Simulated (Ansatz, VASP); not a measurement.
## AlGaN in VASP and in Ansatz

```
Al Ga N
1.0
     3.97322    0.00000    0.00000
     0.00000    3.97322    0.00000
     0.00000    0.00000    3.51487
Al Ga N
1 1 1
Direct
  0.00000 0.00000 0.00000
  0.50000 0.50000 0.00000
  0.00000 0.00000 0.50000
```

Alike in both runs: functional PBE; k mesh 6 × 6 × 4; occupations gaussian, width 0.1 eV; no spin polarisation.

Ansatz relaxed the structure, and its values are those at the end. VASP's run is a single point on that final structure, the one shown.

|  | VASP | Ansatz |
| --- | --- | --- |
| version | VASP 6.6.1 | Ansatz 0.2.0 |
| potentials or method | VASP PAW PBE potentials, release 64 (Al, Ga_d, N), cutoff 520 eV | scalar-relativistic, plane waves, PAW |
| valence electrons in the cell | 21 | 21 |

|  | VASP | Ansatz | Ansatz less VASP |
| --- | --- | --- | --- |
| gap on the k mesh at the Fermi level (eV) | none | none | - |
| pressure (GPa) | 0.0 | 0.0 | +0.01 |

A gap of «none» marks a metal or a gap that the smearing closes. The functional is the same, so the differences come from potentials, cutoffs and numerics.

The k mesh is coarse, so the values compare programs but aren't converged.
